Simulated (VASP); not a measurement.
# Cu in VASP: notebook

Cu is run at these levels: PBEsol; tasks: single point.

Everything below comes from runs of VASP 6.6.1. Logs are shortened: lines on timing, memory, paths and dates and some standing lists are left out, and cuts for length are marked.

## (1) The cell of the first run

The cell holds a slab with vacuum, 6 atoms: a = 2.504 Å, b = 2.504 Å, c = 24.576 Å, α = 90.00°, β = 90.00°, γ = 120.00°.

## (2) Single point, PBEsol

Input file INCAR:

```
SYSTEM = Cu
PREC = Accurate ; ENCUT = 520
EDIFF = 1E-6 ; ISMEAR = 0
SIGMA = 0.5 ; LREAL = .FALSE.
LASPH = .TRUE. ; NELM = 60
ALGO = Normal ; ISIF = 2
LWAVE = .FALSE. ; LCHARG = .FALSE.
GGA = PS ; NBANDS = 42
```

Input file KPOINTS:

```
Automatic mesh
0
G
  10 10 1
  0 0 0
```

Input file POSCAR:

```
Cu
1.0
    2.5036580000      0.0000000000      0.0000000000
   -1.2518290000      2.1682314304      0.0000000000
    0.0000000000      0.0000000000     24.5755890000
Cu
6
Direct
    0.0000000000      0.0000000000      0.3737640000
    0.6666670000      0.3333330000      0.2896140000
    0.3333330000      0.6666670000      0.4579910000
    0.0000000000      0.0000000000      0.6262360000
    0.6666670000      0.3333330000      0.5420090000
    0.3333330000      0.6666670000      0.7103860000
```

Potentials or basis: VASP PAW PBE potentials, release 64 (Cu).

Launch:

```bash
$ cat potpaw_PBE.64/Cu/POTCAR > POTCAR
$ mpirun -np 1 vasp_std > vasp.out
```

OUTCAR:

```text
SYSTEM = Cu
   PREC = Accurate
   ENCUT = 520
   EDIFF = 1E-6
   ISMEAR = 0
   LREAL = .FALSE.
   LASPH = .TRUE.
   NELM = 60
   ISIF = 2
   GGA = PS

 ion  position               nearest neighbor table
   1  0.000  0.000  0.374-   2 2.52   2 2.52   2 2.52   3 2.52   3 2.52   3 2.52
   2  0.667  0.333  0.290-   1 2.52   1 2.52   1 2.52
   3  0.333  0.667  0.458-   5 2.52   5 2.52   5 2.52   1 2.52   1 2.52   1 2.52
   4  0.000  0.000  0.626-   6 2.52   6 2.52   6 2.52   5 2.52   5 2.52   5 2.52
   5  0.667  0.333  0.542-   3 2.52   3 2.52   3 2.52   4 2.52   4 2.52   4 2.52
   6  0.333  0.667  0.710-   4 2.52   4 2.52   4 2.52

  LATTYP: Found a hexagonal cell.
 ALAT       =     2.5036580000
 C/A-ratio  =     9.8158730146

  Lattice vectors:

 A1 = (   2.5036580000,   0.0000000000,   0.0000000000)
 A2 = (  -1.2518290000,   2.1682314304,   0.0000000000)
 A3 = (   0.0000000000,   0.0000000000,  24.5755890000)

Analysis of symmetry for initial positions (statically):
=====================================================================
 Subroutine PRICEL returns:
 Original cell was already a primitive cell.

 Routine SETGRP: Setting up the symmetry group for a
 hexagonal supercell.

 Subroutine GETGRP returns: Found 12 space group operations
 (whereof 12 operations were pure point group operations)
 out of a pool of 24 trial point group operations.

The static configuration has the point symmetry D_3d.

Analysis of symmetry for dynamics (positions and initial velocities):
=====================================================================
 Subroutine PRICEL returns:
 Original cell was already a primitive cell.

 Routine SETGRP: Setting up the symmetry group for a
 hexagonal supercell.

 Subroutine GETGRP returns: Found 12 space group operations
 (whereof 12 operations were pure point group operations)
 out of a pool of 24 trial point group operations.

The dynamic configuration has the point symmetry D_3d.

 Subroutine INISYM returns: Found 12 space group operations
 (whereof 12 operations are pure point group operations),
 and found     1 'primitive' translations

----------------------------------------------------------------------------------------

                                     Primitive cell

  volume of cell :     133.4088

  direct lattice vectors                    reciprocal lattice vectors
     2.503658000  0.000000000  0.000000000     0.399415575  0.230602690  0.000000000
    -1.251829000  2.168231430  0.000000000     0.000000000  0.461205380  0.000000000
     0.000000000  0.000000000 24.575589000     0.000000000  0.000000000  0.040690785

  length of vectors
     2.503658000  2.503658000 24.575589000     0.461205380  0.461205380  0.040690785

  position of ions in fractional coordinates (direct lattice)
     0.000000000  0.000000000  0.373764000
     0.666667000  0.333333000  0.289614000
     0.333333000  0.666667000  0.457991000
     0.000000000  0.000000000  0.626236000
     0.666667000  0.333333000  0.542009000
     0.333333000  0.666667000  0.710386000

  ion indices of the primitive-cell ions
   primitive index   ion index
                 1           1
                 2           2
                 3           3
                 4           4
                 5           5
                 6           6

----------------------------------------------------------------------------------------

 KPOINTS: Automatic mesh

Automatic generation of k-mesh.
 Grid dimensions read from file:
 generate k-points for:   10   10    1

 Generating k-lattice:

  Cartesian coordinates                     Fractional coordinates (reciprocal lattice)
     0.039941558  0.023060269  0.000000000     0.100000000  0.000000000  0.000000000
     0.000000000  0.046120538  0.000000000     0.000000000  0.100000000  0.000000000
     0.000000000  0.000000000  0.040690785     0.000000000  0.000000000  1.000000000

  Length of vectors
     0.046120538  0.046120538  0.040690785

  Shift w.r.t. Gamma in fractional coordinates (k-lattice)
     0.000000000  0.000000000  0.000000000

 Subroutine IBZKPT returns following result:
 ===========================================

 Found     14 irreducible k-points:

 Following reciprocal coordinates:
            Coordinates               Weight
  0.000000  0.000000  0.000000      1.000000
  0.100000 -0.000000  0.000000      6.000000
  0.200000 -0.000000  0.000000      6.000000
  0.300000 -0.000000  0.000000      6.000000
  0.400000  0.000000  0.000000      6.000000
  0.500000 -0.000000  0.000000      3.000000
  0.100000  0.100000  0.000000      6.000000
  0.200000  0.100000  0.000000     12.000000
  0.300000  0.100000  0.000000     12.000000
  0.400000  0.100000  0.000000     12.000000
  0.200000  0.200000  0.000000      6.000000
  0.300000  0.200000  0.000000     12.000000
  0.400000  0.200000  0.000000      6.000000
  0.300000  0.300000  0.000000      6.000000
   k-points           NKPTS =     14   k-points in BZ     NKDIM =     14   number of bands    NBANDS=     42
   number of dos      NEDOS =    301   number of ions     NIONS =      6
   total plane-waves  NPLWV =  76800
   dimension x,y,z NGX =    20 NGY =   20 NGZ =  192
   dimension x,y,z NGXF=    40 NGYF=   40 NGZF=  384
   ions per type =               6
   NGX,Y,Z   is equivalent  to a cutoff of  13.28, 13.28, 12.99 a.u.
   NGXF,Y,Z  is equivalent  to a cutoff of  26.56, 26.56, 25.98 a.u.
 SYSTEM =  Cu
   PREC   = accura    normal or accurate (medium, high low for compatibility)
   ISTART =      0    job   : 0-new  1-cont  2-samecut
   ICHARG =      2    charge: 1-file 2-atom 10-const
   ISPIN  =      1    spin polarized calculation?
   LNONCOLLINEAR =      F non collinear calculations
   LSORBIT =      F    spin-orbit coupling
   LASPH  =      T    aspherical Exc in radial PAW
   ENCUT  =  520.0 eV  38.22 Ry    6.18 a.u.   4.66  4.66 45.69*2*pi/ulx,y,z
   NELM   =     60;   NELMIN=  2; NELMDL= -5     # of ELM steps
   EDIFF  = 0.1E-05   stopping-criterion for ELM
   LREAL  =      F    real-space projection
   EDIFFG = 0.1E-04   stopping-criterion for IOM
   NSW    =      0    number of steps for IOM
   IBRION =     -1    ionic relax: 0-MD 1-quasi-New 2-CG
   NFREE  =      0    steps in history (QN), initial steepest desc. (CG)
   ISIF   =      2    stress and relaxation
   ISYM   =      2    0-nonsym 1-usesym 2-fastsym
   POTIM  = 0.5000    time-step for ionic-motion
   TEBEG  =    0.0;   TEEND  =   0.0 temperature during run
   PSTRESS=    0.0 pullay stress
   NELECT =      66.0000    total number of electrons
   NUPDOWN=      -1.0000    fix difference up-down
   EMIN   =  10.00;   EMAX   =-10.00  energy-range for DOS
   EFERMI =   0.00;   METHOD = LEGACY
   ISMEAR =     0;   SIGMA  =   0.50  broadening in eV -4-tet -1-fermi 0-gaus
   EFERMI_NEDOS =   21; number of points for ismear=-14 and -15
   IALGO  =     38    algorithm
   IMIX   =      4    mixing-type and parameters
     AMIX     =   0.40;   BMIX     =  1.00
     AMIX_MAG =   1.60;   BMIX_MAG =  1.00
  volume/ion in A,a.u.               =      22.23       150.05
  Fermi-wavevector in a.u.,A,eV,Ry     =   1.294776  2.446772 22.809415  1.676445
  Thomas-Fermi vector in A             =   2.426337
   LORBIT       =      0    0 simple, 1 ext, 2 COOP (PROOUT), +10 PAW based schemes
   GGA     = PS    functional components
   LHFCALC =     F    Hartree Fock is set to
   AEXX    =    0.0000 exact exchange contribution
   IVDW    =     0    specifies the selected vdW correction
   LEPSILON=     F    determine dielectric tensor
   LRPA    =     F    only Hartree local field effects (RPA)
 non-spin polarized calculation
 Gauss-broadening in eV      SIGMA  =   0.50
  energy-cutoff  :      520.00
  volume of cell :      133.41
 maximum number of plane-waves:      3631
 NGX is ok and might be reduce to    20
   NGX =  9   NGY =  9   NGZ = 91

 number of electron      66.0000023 magnetization

 Free energy of the ion-electron system (eV)
  ---------------------------------------------------
  ext. energy  EPLUGINS =         0.00000000
  ---------------------------------------------------
  free energy    TOTEN  =       -24.84788911 eV

  energy without entropy =      -24.56267504  energy(sigma->0) =      -24.70528207

 E-fermi :   1.6485     XC(G=0):  -7.4150

 val. band max:        1.5183889109   @ k =   0.2000   0.2000   0.0000
 cond. band min:       1.6959061203   @ k =   0.2000   0.1000   0.0000
 fundamental gap:      0.1775172093
 Fermi energy:         1.6485087592

 k-point     1 :       0.0000    0.0000    0.0000
  band No.  band energies     occupation
      1      -7.9109      2.00000
      2      -7.2528      2.00000
      3      -6.2382      2.00000
      4      -5.0359      2.00000
      5      -4.1058      2.00000
      6      -3.7932      2.00000
[... 34 lines left out ...]
     41       7.5388      0.00000
     42       9.5659      0.00000

 k-point     2 :       0.1000   -0.0000    0.0000
  band No.  band energies     occupation
      1      -7.5762      2.00000
      2      -6.9260      2.00000
      3      -5.9256      2.00000
      4      -4.7444      2.00000
      5      -3.8452      2.00000
      6      -3.5704      2.00000
[... 34 lines left out ...]
     41       7.8313      0.00000
     42       9.8735      0.00000

 k-point     3 :       0.2000   -0.0000    0.0000
  band No.  band energies     occupation
      1      -6.6121      2.00000
      2      -5.9965      2.00000
      3      -5.0639      2.00000
      4      -3.9935      2.00000
      5      -3.2177      2.00000
      6      -3.0341      2.00000
[... 447 lines left out ...]
      4      -2.8100      2.00000
      5      -2.7139      2.00000
      6      -2.5295      2.00000
[... 34 lines left out ...]
     41       9.6063      0.00000
     42       9.7478      0.00000

 k-point    14 :       0.3000    0.3000    0.0000
  band No.  band energies     occupation
      1      -2.7292      2.00000
      2      -2.7273      2.00000
      3      -2.6609      2.00000
      4      -2.5869      2.00000
      5      -2.5621      2.00000
      6      -2.4671      2.00000
[... 34 lines left out ...]
     41       8.3527      0.00000
     42       8.9250      0.00000

------------------------ aborting loop because EDIFF is reached ----------------------------------------

  FORCE on cell =-STRESS in cart. coord.  units (eV):
  Direction    XX          YY          ZZ          XY          YZ          ZX
  --------------------------------------------------------------------------------------
  -------------------------------------------------------------------------------------
  Total       -0.1730718     -0.1730718     -0.3196434      0.0000000      0.0000000     -0.0000000
  in kB       -2.0785106     -2.0785106     -3.8387664      0.0000000      0.0000000     -0.0000000
  external PRESSURE =      -2.6652626 kB  Pullay stress =       0.0000000 kB

 VOLUME and BASIS-vectors are now :
 -----------------------------------------------------------------------------
  energy-cutoff  :      520.00
  volume of cell :      133.41
      direct lattice vectors                 reciprocal lattice vectors
     2.503658000  0.000000000  0.000000000     0.399415575  0.230602690  0.000000000
    -1.251829000  2.168231430  0.000000000     0.000000000  0.461205380  0.000000000
     0.000000000  0.000000000 24.575589000     0.000000000  0.000000000  0.040690785

 POSITION                                       TOTAL-FORCE (eV/Angst)
 -----------------------------------------------------------------------------------
      0.00000      0.00000      9.18547         0.000000      0.000000     -0.001445
      1.25183      0.72274      7.11743         0.000000     -0.000000      0.040875
     -0.00000      1.44549     11.25540        -0.000000      0.000000     -0.061367
      0.00000      0.00000     15.39012         0.000000      0.000000      0.001445
      1.25183      0.72274     13.32019        -0.000000     -0.000000      0.061367
     -0.00000      1.44549     17.45815         0.000000      0.000000     -0.040875
 -----------------------------------------------------------------------------------
    total drift:                               -0.000000      0.000000      0.000000

  FREE ENERGIE OF THE ION-ELECTRON SYSTEM (eV)
  ---------------------------------------------------
  free  energy   TOTEN  =       -24.8478891095 eV

  energy  without entropy=      -24.5626750379  energy(sigma->0) =      -24.70528207
```

Wall time 2 min (1 thread of Intel Xeon Platinum 8375C at 2.90GHz (Ice Lake), shared host); peak memory 0.28 GiB.

What came out:

```yaml
Free_energy: -24.8479 eV
Largest_force: 0.061 eV/Å
Band_gap_on_the_k_mesh: zero (band 33 reaches 4.62 eV, above the bottom of band 34 at -0.02 eV)
```

Forces on the atoms (eV/Å):
```
Cu   0.000  0.000 -0.001
Cu   0.000  0.000  0.041
Cu   0.000  0.000 -0.061
Cu   0.000  0.000  0.001
Cu   0.000  0.000  0.061
Cu   0.000  0.000 -0.041
```

Levels at points of the mesh, in eV from the Fermi level:
```csv
k point,band 30,band 31,band 32,band 33,band 34,band 35,band 36,band 37,band 38,band 39
"(0.00, 0.00, 0.00)",-1.92,-1.92,-1.72,-1.72,-1.67,-1.67,-0.99,-0.55,4.38,4.55
"(0.50, 0.00, 0.00)",-1.38,-0.59,0.24,0.86,1.23,1.48,1.51,4.30,4.96,5.70
```

Caveat: the PAW data sets were made with another functional, which shifts forces and pressure a little.

## (3) Single point, PBEsol

Input file INCAR:

```
SYSTEM = Cu
ALGO = Normal
EDIFF = 1E-6
ENCUT = 520
GGA = PS
ISIF = 2
ISMEAR = 0
LASPH = .TRUE.
LCHARG = .FALSE.
LREAL = .FALSE.
LWAVE = .FALSE.
NBANDS = 42
NELM = 100
PREC = Accurate
SIGMA = 0.3
```

Input file KPOINTS:

```
k-points
0
G
  10 10 1
  0 0 0
```

POSCAR is that of step 2.

Potentials or basis: VASP PAW PBE potentials, release 64 (Cu).

Launch:

```bash
$ cat potpaw_PBE.64/Cu/POTCAR > POTCAR
$ mpirun -np 1 vasp_std > vasp.out
```

It took 2.2 min on 1 thread of Intel Xeon Platinum 8375C at 2.90GHz (Ice Lake), shared host; peak memory 0.28 GiB.

It converged, with:

```
Free energy            : -24.7491 eV
Largest force          : 0.065 eV/Å
Band gap on the k mesh : zero (band 33 reaches 4.63 eV, above the bottom of band 34 at -0.01 eV)
```

Forces on the atoms (eV/Å):
```
Cu   0.000  0.000  0.019
Cu   0.000  0.000  0.043
Cu   0.000  0.000 -0.065
Cu   0.000  0.000 -0.019
Cu   0.000  0.000  0.065
Cu   0.000  0.000 -0.043
```

Levels at points of the mesh, in eV from the Fermi level:
```csv
k point,band 32,band 33,band 34,band 35,band 36,band 37
"(0.00, 0.00, 0.00)",-1.73,-1.73,-1.67,-1.67,-1.00,-0.56
"(0.50, 0.00, 0.00)",0.24,0.87,1.24,1.47,1.51,4.31
```

Caveat: the PAW data sets were made with another functional, which shifts forces and pressure a little.
